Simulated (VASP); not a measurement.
Wanted: the native input for a VASP 6.6.1 run.

```yaml
Task: single point
Functional: PBE
Potentials_or_basis: VASP PAW PBE potentials, release 64 (O_h, C_h, H_h)
Cutoff: 910 eV
k_mesh: 1 × 1 × 1
Occupations: fermi-dirac, width 0.05 eV
Spin: no spin polarisation
Dipole_correction: no
Further_INCAR_settings: LREAL = Auto; ALGO = Normal; EDIFF = 1e-06; NBANDS = 98
```

The structure of H2CO2 lies in POSCAR:

```
H2CO2
1.0
    7.6834750000      0.0000000000      0.0000000000
    0.0000000000      7.6834750000      0.0000000000
    0.0000000000      0.0000000000      7.6834750000
O C H
16 8 16
Direct
    0.5213135983      0.4261483248      0.6231815682
    0.3790081962      0.6720787144      0.5431917199
    0.3809083780      0.8435115622      0.2642424164
    0.6433677470      0.8802267203      0.1579623803
    0.8419888137      0.1806604434      0.7081951851
    0.6475976039      0.0852609008      0.4946459772
    0.3042633704      0.2650493429      0.2582815718
    0.4895441190      0.4867198761      0.2958687313
    0.9788149242      0.8220759487      0.9574313706
    1.2664061509      0.7609057100      0.9195969272
   -0.1009308939      0.8715327375      0.3407963194
   -0.0701375354      0.6498491893      0.5503239094
    0.9393536128      0.1621141476      0.1461968706
    0.9795958209      0.2793657818      0.4139012621
    0.6647382857      0.3178639873      0.9504944052
    0.8586088977      0.4978736835      0.8273730311
    0.3899407495      0.5485668919      0.6403222500
    0.4864725922      0.9151588311      0.1455721532
    0.7223294148      0.0763456639      0.6310946544
    0.3490868390      0.4316926911      0.2340347304
    1.1420743869      0.8594808989      0.9650711429
   -0.0298302526      0.7882501082      0.4844422608
    0.9200654652      0.2729103693      0.2702292908
    0.7339387452      0.4652582328      0.9171891625
    0.5731651369      0.4730021247      0.5146629617
    0.2758257169      0.5053833064      0.7228760424
    0.4334366937      0.7680639294      0.3594857795
    0.4420265570      0.9936389459      0.0357260224
    0.8960008330      0.2883200635      0.6510986240
    0.7119695190     -0.0333573025      0.7427889074
    0.4090727177      0.2081089611      0.3163152089
    0.2472188691      0.4859519944      0.1596673380
    0.9689235665      0.7157438529      0.8728342319
    1.1744035088      0.9938862299      1.0216080615
   -0.2301302471      0.8519582611      0.2977689132
    0.1062279763      0.8296246165      0.5129449891
    0.9911400766      0.0532571525      0.1838491047
    0.8356375208      0.3792294502      0.2362212410
    0.7474222276      0.2307159196      0.9066861023
    0.6683304104      0.5708745067      0.9839558273
```

These files were run (other wordings do the same):

INCAR

```
PREC     = Accurate       # precision mode
ENCUT    = 910            # plane-wave cutoff, eV
EDIFF    = 1E-6           # SCF threshold, eV
ISMEAR   = -1             # smearing method
SIGMA    = 0.05           # smearing width, eV
LREAL    = Auto         
LASPH    = T              # aspherical terms in the spheres
NELM     = 120            # most SCF steps
ALGO     = Normal         # electronic algorithm
ISIF     = 2              # what is computed and relaxed
LWAVE    = F              # write WAVECAR
LCHARG   = T              # write CHGCAR
GGA      = PE             # functional
LELF     = T              # ELF
LVHAR    = T            
NBANDS   = 98             # bands
GGA_COMPAT= F
```

KPOINTS

```
regular mesh
0
Gamma
  1 1 1
```

Potentials or basis: VASP PAW PBE potentials, release 64 (O_h, C_h, H_h).

Command:

```sh
$ cat potpaw_PBE.64/O_h/POTCAR potpaw_PBE.64/C_h/POTCAR potpaw_PBE.64/H_h/POTCAR > POTCAR
$ mpirun -np 1 vasp_gam > vasp.out
```

Results of the run:

The pressure is 1.4 GPa, the largest force is 4.159 eV/Å and the band gap on the k mesh is 3.91 eV.

Caveat: the k points lie up to 0.82 Å⁻¹ apart; the cutoff is under 1.25 times the usual one of these potentials, so pressure, stress and relaxed cells hold a basis-set (Pulay) error; the atoms stand as in a frame of molecular dynamics.

Wall time 3 min on 1 thread of Intel(R) Xeon(R) Platinum 8488C (Sapphire Rapids), on a shared host, peak memory 0.97 GiB.
